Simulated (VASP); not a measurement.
# CdInS2 (P-3m1) in VASP: further runs

The runs below take CdInS2 through single point, with PBE.

All numbers are computed with VASP 6.6.1; they aren't measurements. Logs are shortened: lines on timing, memory, paths and dates and some standing lists are left out, and cuts for length are marked.

## (1) The cell of the first run

The structure is trigonal, space group P-3m1 (No. 164). Conventional cell: a = 4.009 Å, b = 4.009 Å, c = 6.349 Å, α = 90.00°, β = 90.00°, γ = 120.00°. Within 3.5 Å of Cd (site symmetry -3m) lie 6 S at 2.62 Å and 2 In at 3.17 Å. In (site symmetry -3m) has 6 S at 3.03 Å and 2 Cd at 3.17 Å and 6 In at 4.01 Å within 4.1 Å. S (site symmetry 3m) has 3 Cd at 2.62 Å and 3 In at 3.03 Å and 3 S at 3.37 Å within 3.5 Å.

## (2) Single point, PBE

The input, INCAR:

```
SYSTEM = CdInS2
PREC = Accurate
ENCUT = 520
EDIFF = 1E-6
ISMEAR = 0
SIGMA = 0.15
LREAL = .FALSE.
LASPH = .TRUE.
NELM = 60
ALGO = Normal
ISIF = 2
LWAVE = .FALSE.
LCHARG = .FALSE.
GGA = PE
NBANDS = 26
```

The input, KPOINTS:

```
Automatic mesh
0
G
  12 12 6
  0 0 0
```

The input, POSCAR:

```
CdInS2
1.0
    4.0092437330      0.0000000000      0.0000000000
   -2.0046218665      3.4721069228      0.0000000000
    0.0000000000      0.0000000000      6.3490383756
Cd In S
1 1 2
Direct
    0.0000000000      0.0000000000      0.0000000000
    0.0000000000      0.0000000000      0.5000000000
    0.6666666667      0.3333333333      0.8067465330
    0.3333333333      0.6666666667      0.1932534670
```

Potentials or basis: VASP PAW PBE potentials, release 64 (Cd, In_d, S).

The run is started by

```bash
$ cat potpaw_PBE.64/Cd/POTCAR potpaw_PBE.64/In_d/POTCAR potpaw_PBE.64/S/POTCAR > POTCAR
$ mpirun -np 1 vasp_std > vasp.out
```

OUTCAR:

```text
SYSTEM = CdInS2
   PREC = Accurate
   ENCUT = 520
   EDIFF = 1E-6
   ISMEAR = 0
   LREAL = .FALSE.
   LASPH = .TRUE.
   NELM = 60
   ISIF = 2
   GGA = PE

 ion  position               nearest neighbor table
   1  0.000  0.000  0.000-   3 2.62   4 2.62   3 2.62   4 2.62   3 2.62   4 2.62   2 3.17   2 3.17

   2  0.000  0.000  0.500-   3 3.03   4 3.03   3 3.03   4 3.03   3 3.03   4 3.03   1 3.17   1 3.17

   3  0.667  0.333  0.807-   1 2.62   1 2.62   1 2.62   2 3.03   2 3.03   2 3.03
   4  0.333  0.667  0.193-   1 2.62   1 2.62   1 2.62   2 3.03   2 3.03   2 3.03

  LATTYP: Found a hexagonal cell.
 ALAT       =     4.0092437330
 C/A-ratio  =     1.5836000000

  Lattice vectors:

 A1 = (   4.0092437330,   0.0000000000,   0.0000000000)
 A2 = (  -2.0046218665,   3.4721069228,   0.0000000000)
 A3 = (   0.0000000000,   0.0000000000,   6.3490383756)

Analysis of symmetry for initial positions (statically):
=====================================================================
 Subroutine PRICEL returns:
 Original cell was already a primitive cell.

 Routine SETGRP: Setting up the symmetry group for a
 hexagonal supercell.

 Subroutine GETGRP returns: Found 12 space group operations
 (whereof 12 operations were pure point group operations)
 out of a pool of 24 trial point group operations.

The static configuration has the point symmetry D_3d.

Analysis of symmetry for dynamics (positions and initial velocities):
=====================================================================
 Subroutine PRICEL returns:
 Original cell was already a primitive cell.

 Routine SETGRP: Setting up the symmetry group for a
 hexagonal supercell.

 Subroutine GETGRP returns: Found 12 space group operations
 (whereof 12 operations were pure point group operations)
 out of a pool of 24 trial point group operations.

The dynamic configuration has the point symmetry D_3d.

 Subroutine INISYM returns: Found 12 space group operations
 (whereof 12 operations are pure point group operations),
 and found     1 'primitive' translations

----------------------------------------------------------------------------------------

                                     Primitive cell

  volume of cell :      88.3819

  direct lattice vectors                    reciprocal lattice vectors
     4.009243733  0.000000000  0.000000000     0.249423599  0.144004782  0.000000000
    -2.004621866  3.472106923  0.000000000     0.000000000  0.288009564  0.000000000
     0.000000000  0.000000000  6.349038376     0.000000000  0.000000000  0.157504167

[... 88 lines left out ...]
   LREAL  =      F    real-space projection
   EDIFFG = 0.1E-04   stopping-criterion for IOM
   NSW    =      0    number of steps for IOM
   IBRION =     -1    ionic relax: 0-MD 1-quasi-New 2-CG
   NFREE  =      0    steps in history (QN), initial steepest desc. (CG)
   ISIF   =      2    stress and relaxation
   ISYM   =      2    0-nonsym 1-usesym 2-fastsym
   POTIM  = 0.5000    time-step for ionic-motion
   TEBEG  =    0.0;   TEEND  =   0.0 temperature during run
   PSTRESS=    0.0 pullay stress
   NELECT =      37.0000    total number of electrons
   NUPDOWN=      -1.0000    fix difference up-down
   EMIN   =  10.00;   EMAX   =-10.00  energy-range for DOS
   EFERMI =   0.00;   METHOD = LEGACY
   ISMEAR =     0;   SIGMA  =   0.15  broadening in eV -4-tet -1-fermi 0-gaus
   EFERMI_NEDOS =   21; number of points for ismear=-14 and -15
   IALGO  =     38    algorithm
   IMIX   =      4    mixing-type and parameters
     AMIX     =   0.40;   BMIX     =  1.00
     AMIX_MAG =   1.60;   BMIX_MAG =  1.00
  volume/ion in A,a.u.               =      22.10       149.11
  Fermi-wavevector in a.u.,A,eV,Ry     =   1.224675  2.314300 20.406415  1.499829
  Thomas-Fermi vector in A             =   2.359741
   LORBIT       =      0    0 simple, 1 ext, 2 COOP (PROOUT), +10 PAW based schemes
   GGA     = PE    functional components
   LHFCALC =     F    Hartree Fock is set to
   AEXX    =    0.0000 exact exchange contribution
   IVDW    =     0    specifies the selected vdW correction
   LEPSILON=     F    determine dielectric tensor
   LRPA    =     F    only Hartree local field effects (RPA)
 non-spin polarized calculation
 Gauss-broadening in eV      SIGMA  =   0.15
  energy-cutoff  :      520.00
  volume of cell :       88.38
 maximum number of plane-waves:      2406
 NGX is ok and might be reduce to    30
   NGX = 15   NGY = 15   NGZ = 23

 number of electron      37.0000003 magnetization

 Free energy of the ion-electron system (eV)
  ---------------------------------------------------
  ext. energy  EPLUGINS =         0.00000000
  ---------------------------------------------------
  free energy    TOTEN  =       -12.44047553 eV

  energy without entropy =      -12.42429846  energy(sigma->0) =      -12.43238700

 E-fermi :   4.7917     XC(G=0): -10.0271

 val. band max:        4.7708408203   @ k =   0.2500   0.1667   0.3333
 cond. band min:       4.7973480774   @ k =   0.3333   0.1667   0.5000
 fundamental gap:      0.0265072571
 Fermi energy:         4.7916757734

 k-point     1 :       0.0000    0.0000    0.0000
  band No.  band energies     occupation
      1      -9.5618      2.00000
      2      -9.4818      2.00000
      3      -9.4818      2.00000
      4      -9.4589      2.00000
      5      -9.4589      2.00000
      6      -8.8570      2.00000
[... 685 lines left out ...]
     25      11.3521      0.00000
     26      11.6556      0.00000

 [... further k-points ...]

------------------------ aborting loop because EDIFF is reached ----------------------------------------

  FORCE on cell =-STRESS in cart. coord.  units (eV):
  Direction    XX          YY          ZZ          XY          YZ          ZX
  --------------------------------------------------------------------------------------
  -------------------------------------------------------------------------------------
  Total        1.6445969      1.6445969      4.1554873     -0.0000000     -0.0000000      0.0000000
  in kB       29.8130593     29.8130593     75.3301869     -0.0000000     -0.0000000      0.0000000
  external PRESSURE =      44.9854352 kB  Pullay stress =       0.0000000 kB

 VOLUME and BASIS-vectors are now :
 -----------------------------------------------------------------------------
  energy-cutoff  :      520.00
  volume of cell :       88.38
      direct lattice vectors                 reciprocal lattice vectors
     4.009243733  0.000000000  0.000000000     0.249423599  0.144004782  0.000000000
    -2.004621866  3.472106923  0.000000000     0.000000000  0.288009564  0.000000000
     0.000000000  0.000000000  6.349038376     0.000000000  0.000000000  0.157504167

 POSITION                                       TOTAL-FORCE (eV/Angst)
 -----------------------------------------------------------------------------------
      0.00000      0.00000      0.00000        -0.000000      0.000000      0.000000
      0.00000      0.00000      3.17452        -0.000000      0.000000      0.000000
      2.00462      1.15737      5.12206        -0.000000      0.000000     -1.764732
     -0.00000      2.31474      1.22697         0.000000      0.000000      1.764732
 -----------------------------------------------------------------------------------
    total drift:                               -0.000000      0.000000      0.000000

  FREE ENERGIE OF THE ION-ELECTRON SYSTEM (eV)
  ---------------------------------------------------
  free  energy   TOTEN  =       -12.4404755253 eV

  energy  without entropy=      -12.4242984647  energy(sigma->0) =      -12.43238700
```

It took 4.6 min on 1 thread of Intel Xeon 8259CL, shared host; peak memory 0.36 GiB.

Results:

```
Free energy            : -12.4405 eV
Pressure               : 4.5 GPa
Largest force          : 1.765 eV/Å
Band gap on the k mesh : zero (an odd number of electrons rules out a gap without spin polarisation)
```

Forces in eV/Å, atoms in the order of the input:
```
Cd   0.000  0.000  0.000
In   0.000  0.000  0.000
S    0.000  0.000 -1.765
S    0.000  0.000  1.765
```

Caveat: the cell stands under pressure; spin-orbit coupling is left out, which moves the levels of the heavy elements; forces of over 1 eV/Å act on the atoms, so gaps and moduli don't describe the material at rest.

(Part 1 of 2 ends here.)

The gap in the log of VASP goes by the Fermi energy; the results here count the filled bands.